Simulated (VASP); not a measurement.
# W (R-3m) in VASP: notebook

Runs on W. Level: PBE. Tasks: single point.

All numbers are computed with VASP 6.6.1; they aren't measurements. Logs are shortened: lines on timing, memory, paths and dates and some standing lists are left out, and cuts for length are marked.

## Step 1: The cell of the first run

It takes space group R-3m (No. 166, trigonal). Conventional cell: a = 4.487 Å, b = 4.487 Å, c = 2.941 Å, α = 90.00°, β = 90.00°, γ = 120.00°. W (site symmetry -3m) has 14 W at 2.77 to 3.25 Å within 3.7 Å.

## Step 2: Single point, PBE

Contents of INCAR:

```
PREC = Accurate ; ENCUT = 520
EDIFF = 1E-6 ; ISMEAR = 0
SIGMA = 0.15 ; LREAL = False
LASPH = True ; NELM = 100
ALGO = Fast ; ISIF = 2
LWAVE = False ; LCHARG = False
GGA = PE ; NBANDS = 13
```

Contents of KPOINTS:

```
regular mesh
0
Gamma
  20 20 20
```

Contents of POSCAR:

```
W
1.0
   -1.5493472010      1.6236865766      1.6236865766
    1.6236865766     -1.5493472010      1.6236865766
    1.6236865766      1.6236865766     -1.5493472010
W
1
Direct
    0.0000000000      0.0000000000      0.0000000000
```

Potentials or basis: VASP PAW PBE potentials, release 64 (W_sv).

Started as:

```console
$ cat potpaw_PBE.64/W_sv/POTCAR > POTCAR
$ mpirun -np 1 vasp_std > vasp.out
```

OUTCAR:

```text
PREC = Accurate
   ENCUT = 520
   EDIFF = 1E-6
   ISMEAR = 0
   LREAL = False
   LASPH = True
   NELM = 100
   ISIF = 2
   GGA = PE

 ion  position               nearest neighbor table
   1  0.000  0.000  0.000-

  LATTYP: Found a trigonal (rhomboedric) cell.
 ALAT       =     2.7700528781
 COS(alpha) =    -0.3121191430

  Lattice vectors:

 A1 = (  -1.5493472010,   1.6236865766,   1.6236865766)
 A2 = (   1.6236865766,  -1.5493472010,   1.6236865766)
 A3 = (   1.6236865766,   1.6236865766,  -1.5493472010)

Analysis of symmetry for initial positions (statically):
=====================================================================
 Subroutine PRICEL returns:
 Original cell was already a primitive cell.

 Routine SETGRP: Setting up the symmetry group for a
 trigonal (rhombohedral) supercell.

 Subroutine GETGRP returns: Found 12 space group operations
 (whereof 12 operations were pure point group operations)
 out of a pool of 12 trial point group operations.

The static configuration has the point symmetry D_3d.

Analysis of symmetry for dynamics (positions and initial velocities):
=====================================================================
 Subroutine PRICEL returns:
 Original cell was already a primitive cell.

 Routine SETGRP: Setting up the symmetry group for a
 trigonal (rhombohedral) supercell.

 Subroutine GETGRP returns: Found 12 space group operations
 (whereof 12 operations were pure point group operations)
 out of a pool of 12 trial point group operations.

The dynamic configuration has the point symmetry D_3d.

 Subroutine INISYM returns: Found 12 space group operations
 (whereof 12 operations are pure point group operations),
 and found     1 'primitive' translations

----------------------------------------------------------------------------------------

                                     Primitive cell

  volume of cell :      17.0960

  direct lattice vectors                    reciprocal lattice vectors
    -1.549347201  1.623686577  1.623686577    -0.013797484  0.301358317  0.301358317
     1.623686577 -1.549347201  1.623686577     0.301358317 -0.013797484  0.301358317
     1.623686577  1.623686577 -1.549347201     0.301358317  0.301358317 -0.013797484

  length of vectors
     2.770052878  2.770052878  2.770052878     0.426408303  0.426408303  0.426408303

  position of ions in fractional coordinates (direct lattice)
     0.000000000  0.000000000  0.000000000

  ion indices of the primitive-cell ions
   primitive index   ion index
                 1           1

----------------------------------------------------------------------------------------

 KPOINTS: regular mesh

Automatic generation of k-mesh.
 Grid dimensions read from file:
 generate k-points for:   20   20   20

 Generating k-lattice:

  Cartesian coordinates                     Fractional coordinates (reciprocal lattice)
    -0.000689874  0.015067916  0.015067916     0.050000000  0.000000000  0.000000000
     0.015067916 -0.000689874  0.015067916     0.000000000  0.050000000  0.000000000
     0.015067916  0.015067916 -0.000689874     0.000000000  0.000000000  0.050000000

  Length of vectors
     0.021320415  0.021320415  0.021320415

  Shift w.r.t. Gamma in fractional coordinates (k-lattice)
     0.000000000  0.000000000  0.000000000

 Subroutine IBZKPT returns following result:
 ===========================================

 Found    781 irreducible k-points:

 Following reciprocal coordinates:
            Coordinates               Weight
  0.000000  0.000000  0.000000      1.000000
  0.050000  0.000000  0.000000      6.000000
  0.100000  0.000000  0.000000      6.000000
  0.150000  0.000000  0.000000      6.000000
  0.200000  0.000000  0.000000      6.000000
  0.250000  0.000000  0.000000      6.000000
[... 16 lines left out ...]
 -0.400000  0.050000 -0.000000     12.000000
 -0.350000  0.050000  0.000000     12.000000
 [... further k-points ...]
   k-points           NKPTS =    781   k-points in BZ     NKDIM =    781   number of bands    NBANDS=     13
   number of dos      NEDOS =    301   number of ions     NIONS =      1
   total plane-waves  NPLWV =  13824
   dimension x,y,z NGX =    24 NGY =   24 NGZ =   24
   dimension x,y,z NGXF=    48 NGYF=   48 NGZF=   48
   ions per type =               1
   NGX,Y,Z   is equivalent  to a cutoff of  14.40, 14.40, 14.40 a.u.
   NGXF,Y,Z  is equivalent  to a cutoff of  28.81, 28.81, 28.81 a.u.
 SYSTEM =  unknown system
   PREC   = accura    normal or accurate (medium, high low for compatibility)
   ISTART =      0    job   : 0-new  1-cont  2-samecut
   ICHARG =      2    charge: 1-file 2-atom 10-const
   ISPIN  =      1    spin polarized calculation?
   LNONCOLLINEAR =      F non collinear calculations
   LSORBIT =      F    spin-orbit coupling
   LASPH  =      T    aspherical Exc in radial PAW
   ENCUT  =  520.0 eV  38.22 Ry    6.18 a.u.   5.15  5.15  5.15*2*pi/ulx,y,z
   NELM   =    100;   NELMIN=  2; NELMDL= -5     # of ELM steps
   EDIFF  = 0.1E-05   stopping-criterion for ELM
   LREAL  =      F    real-space projection
   EDIFFG = 0.1E-04   stopping-criterion for IOM
   NSW    =      0    number of steps for IOM
   IBRION =     -1    ionic relax: 0-MD 1-quasi-New 2-CG
   NFREE  =      0    steps in history (QN), initial steepest desc. (CG)
   ISIF   =      2    stress and relaxation
   ISYM   =      2    0-nonsym 1-usesym 2-fastsym
   POTIM  = 0.5000    time-step for ionic-motion
   TEBEG  =    0.0;   TEEND  =   0.0 temperature during run
   PSTRESS=    0.0 pullay stress
   NELECT =      14.0000    total number of electrons
   NUPDOWN=      -1.0000    fix difference up-down
   EMIN   =  10.00;   EMAX   =-10.00  energy-range for DOS
   EFERMI =   0.00;   METHOD = LEGACY
   ISMEAR =     0;   SIGMA  =   0.15  broadening in eV -4-tet -1-fermi 0-gaus
   EFERMI_NEDOS =   21; number of points for ismear=-14 and -15
   IALGO  =     68    algorithm
   IMIX   =      4    mixing-type and parameters
     AMIX     =   0.40;   BMIX     =  1.00
     AMIX_MAG =   1.60;   BMIX_MAG =  1.00
  volume/ion in A,a.u.               =      17.10       115.37
  Fermi-wavevector in a.u.,A,eV,Ry     =   1.531627  2.894355 31.917641  2.345880
  Thomas-Fermi vector in A             =   2.638945
   LORBIT       =      0    0 simple, 1 ext, 2 COOP (PROOUT), +10 PAW based schemes
   GGA     = PE    functional components
   LHFCALC =     F    Hartree Fock is set to
   AEXX    =    0.0000 exact exchange contribution
   IVDW    =     0    specifies the selected vdW correction
   LEPSILON=     F    determine dielectric tensor
   LRPA    =     F    only Hartree local field effects (RPA)
 non-spin polarized calculation
 RMM-DIIS sequential band-by-band and
 Gauss-broadening in eV      SIGMA  =   0.15
  energy-cutoff  :      520.00
  volume of cell :       17.10
 maximum number of plane-waves:       475
 NGX is ok and might be reduce to    24

 number of electron      14.0000003 magnetization

 Free energy of the ion-electron system (eV)
  ---------------------------------------------------
  ext. energy  EPLUGINS =         0.00000000
  ---------------------------------------------------
  free energy    TOTEN  =       -12.87795051 eV

  energy without entropy =      -12.87307012  energy(sigma->0) =      -12.87551032

 E-fermi :  10.4086     XC(G=0): -13.2141

 val. band max:       10.3906244641   @ k =  -0.2000   0.1500  -0.0000
 cond. band min:      10.4186859229   @ k =  -0.2500   0.3500   0.2000
 fundamental gap:      0.0280614588
 Fermi energy:        10.4085537304

 k-point     1 :       0.0000    0.0000    0.0000
  band No.  band energies     occupation
      1     -63.9131      2.00000
      2     -27.6779      2.00000
      3     -27.5100      2.00000
      4     -27.5100      2.00000
      5       1.1731      2.00000
      6       8.8274      2.00000
      7       8.8274      2.00000
      8       9.9949      1.99990
      9      12.5753      0.00000
     10      12.5753      0.00000
     11      24.3470      0.00000
     12      24.3470      0.00000
     13      25.5456      0.00000

 k-point     2 :       0.0500    0.0000    0.0000
  band No.  band energies     occupation
      1     -63.9110      2.00000
      2     -27.6929      2.00000
      3     -27.5263      2.00000
      4     -27.5102      2.00000
      5       1.2788      2.00000
      6       8.7764      2.00000
      7       8.8454      2.00000
      8      10.0421      1.99945
      9      12.5049      0.00000
     10      12.5770      0.00000
     11      24.4737      0.00000
     12      24.5797      0.00000
     13      25.6672      0.00000

 k-point     3 :       0.1000    0.0000    0.0000
  band No.  band energies     occupation
      1     -63.9050      2.00000
      2     -27.7426      2.00000
      3     -27.5673      2.00000
      4     -27.5109      2.00000
      5       1.5875      2.00000
      6       8.6306      2.00000
      7       8.8553      2.00000
      8      10.2174      1.92854
      9      12.3471      0.00000
     10      12.5880      0.00000
     11      24.8023      0.00000
     12      25.1874      0.00000
     13      26.0328      0.00000

 k-point     4 :       0.1500    0.0000    0.0000
  band No.  band energies     occupation
      1     -63.8956      2.00000
      2     -27.8337      2.00000
      3     -27.6158      2.00000
      4     -27.5119      2.00000
      5       2.0727      2.00000
      6       8.4105      2.00000
      7       8.7780      2.00000
      8      10.5861      0.09418
      9      12.2136      0.00000
     10      12.6221      0.00000
     11      25.1536      0.00000
     12      25.8785      0.00000
     13      26.6555      0.00000

 k-point     5 :       0.2000    0.0000    0.0000
  band No.  band energies     occupation
      1     -63.8838      2.00000
      2     -27.9602      2.00000
      3     -27.6626      2.00000
      4     -27.5133      2.00000
      5       2.6845      2.00000
      6       8.1446      2.00000
      7       8.6190      2.00000
      8      11.1668      0.00000
      9      12.1825      0.00000
     10      12.6926      0.00000
     11      25.2243      0.00000
     12      26.0732      0.00000
     13      27.5531      0.00000
[... 257 lines left out ...]
 k-point    22 :      -0.4500    0.0500   -0.0000
  band No.  band energies     occupation
      1     -63.8308      2.00000
      2     -28.5242      2.00000
      3     -27.8252      2.00000
      4     -27.5294      2.00000
      5       4.6031      2.00000
      6       7.1527      2.00000
      7       9.7099      2.00000
      8      12.6100      0.00000
      9      13.3984      0.00000
     10      15.1689      0.00000
     11      20.5875      0.00000
     12      22.5110      0.00000
     13      27.0663      0.00000

 k-point    23 :      -0.4000    0.0500   -0.0000
  band No.  band energies     occupation
      1     -63.8380      2.00000
      2     -28.4483      2.00000
      3     -27.8012      2.00000
      4     -27.5276      2.00000
      5       4.5107      2.00000
      6       7.2969      2.00000
      7       9.0566      2.00000
      8      12.5463      0.00000
      9      13.2242      0.00000
     10      14.4057      0.00000
     11      21.7192      0.00000
     12      23.0945      0.00000
     13      28.3624      0.00000

 k-point    24 :      -0.3500    0.0500    0.0000
  band No.  band energies     occupation
      1     -63.8483      2.00000
      2     -28.3375      2.00000
      3     -27.7695      2.00000
      4     -27.5257      2.00000
      5       4.2436      2.00000
      6       7.5042      2.00000
      7       8.5775      2.00000
      8      12.3861      0.00000
      9      13.0507      0.00000
     10      13.4525      0.00000
     11      23.0894      0.00000
     12      23.9005      0.00000
     13      29.9066      0.00000

 [... further k-points ...]

------------------------ aborting loop because EDIFF is reached ----------------------------------------

  FORCE on cell =-STRESS in cart. coord.  units (eV):
  Direction    XX          YY          ZZ          XY          YZ          ZX
  --------------------------------------------------------------------------------------
  -------------------------------------------------------------------------------------
  Total       -1.5219145     -1.5219145     -1.5219145     -0.4983804     -0.4983804     -0.4983804
  in kB     -142.6287614   -142.6287614   -142.6287614    -46.7065557    -46.7065557    -46.7065557
  external PRESSURE =    -142.6287614 kB  Pullay stress =       0.0000000 kB

 VOLUME and BASIS-vectors are now :
 -----------------------------------------------------------------------------
  energy-cutoff  :      520.00
  volume of cell :       17.10
      direct lattice vectors                 reciprocal lattice vectors
    -1.549347201  1.623686577  1.623686577    -0.013797484  0.301358317  0.301358317
     1.623686577 -1.549347201  1.623686577     0.301358317 -0.013797484  0.301358317
     1.623686577  1.623686577 -1.549347201     0.301358317  0.301358317 -0.013797484

 POSITION                                       TOTAL-FORCE (eV/Angst)
 -----------------------------------------------------------------------------------
      0.00000      0.00000      0.00000         0.000000     -0.000000      0.000000
 -----------------------------------------------------------------------------------
    total drift:                                0.000000      0.000000      0.000000

  FREE ENERGIE OF THE ION-ELECTRON SYSTEM (eV)
  ---------------------------------------------------
  free  energy   TOTEN  =       -12.8779505092 eV

  energy  without entropy=      -12.8730701234  energy(sigma->0) =      -12.87551032
```

It took 3.1 min on 1 thread of AMD EPYC 7R13 (Zen 3), shared host; peak memory 0.24 GiB.

Results:

```
Free energy            : -12.8780 eV
Pressure               : -14.3 GPa
Band gap on the k mesh : zero (band 7 reaches 14.03 eV, above the bottom of band 8 at 9.51 eV)
```

Levels at points of the mesh, in eV from the Fermi level:
```tsv
k point	band 3	band 4	band 5	band 6	band 7	band 8	band 9	band 10	band 11	band 12
(0.00, 0.00, 0.00)	-37.92	-37.92	-9.24	-1.58	-1.58	-0.41	2.17	2.17	13.94	13.94
(0.50, 0.00, 0.00)	-38.24	-37.93	-5.88	-3.36	0.10	2.20	3.06	5.03	9.51	11.61
(0.50, 0.50, 0.00)	-38.40	-37.99	-5.78	-3.20	0.79	1.73	2.48	5.76	10.44	10.81
(0.50, 0.50, 0.50)	-38.75	-38.59	-5.28	-5.28	3.62	5.07	5.07	7.28	7.89	7.89
```

Caveat: spin-orbit coupling is left out, which moves the levels of the heavy elements.

## Step 3: Single point, PBE

This run uses another cell than the first one, of the same volume but with other edges.

Contents of INCAR:

```
PREC     = Accurate       # precision mode
ENCUT    = 520            # plane-wave cutoff, eV
EDIFF    = 1E-7           # SCF threshold, eV
ISMEAR   = 0              # smearing method
SIGMA    = 0.15           # smearing width, eV
LREAL    = F              # projectors in reciprocal space
LASPH    = T              # aspherical terms in the spheres
NELM     = 80             # most SCF steps
ALGO     = Fast           # electronic algorithm
ISIF     = 2              # what is computed and relaxed
LWAVE    = F              # write WAVECAR
LCHARG   = F              # write CHGCAR
GGA      = PE             # functional
NBANDS   = 13             # bands
```

KPOINTS is that of step 2.

Contents of POSCAR:

```
W
1.0
   -1.6980259522      1.6236865766      1.6236865766
    1.6236865766     -1.6980259522      1.6236865766
    1.6236865766      1.6236865766     -1.6980259522
W
1
Direct
    0.0000000000      0.0000000000      0.0000000000
```

Potentials or basis: VASP PAW PBE potentials, release 64 (W_sv).

Started as:

```console
$ cat potpaw_PBE.64/W_sv/POTCAR > POTCAR
$ mpirun -np 1 vasp_std > vasp.out
```

Wall time 4.9 min (1 thread of AMD EPYC 7R13 (Zen 3), shared host); peak memory 0.25 GiB.

The run converged. Its results:

- Free energy: -12.8679 eV
- Pressure: -14.0 GPa
- Band gap on the k mesh: zero (band 7 reaches 14.56 eV, above the bottom of band 8 at 9.44 eV)

Stress tensor (GPa, compression positive):
```
-14.03   6.58   6.58
  6.58 -14.03   6.58
  6.58   6.58 -14.03
```

Levels at points of the mesh, in eV from the Fermi level:
| k point | band 5 | band 6 | band 7 | band 8 | band 9 | band 10 |
| --- | --- | --- | --- | --- | --- | --- |
| (0.00, 0.00, 0.00) | -9.23 | -1.89 | -0.87 | -0.87 | 2.21 | 2.21 |
| (0.50, 0.00, 0.00) | -5.76 | -3.13 | 0.82 | 1.65 | 2.41 | 5.60 |
| (0.50, 0.50, 0.00) | -5.89 | -3.43 | 0.08 | 2.30 | 3.16 | 5.20 |
| (0.50, 0.50, 0.50) | -5.28 | -5.28 | 4.16 | 4.16 | 5.45 | 7.47 |

Caveat: spin-orbit coupling is left out, which moves the levels of the heavy elements.

(Part 1 of 2 ends here.)
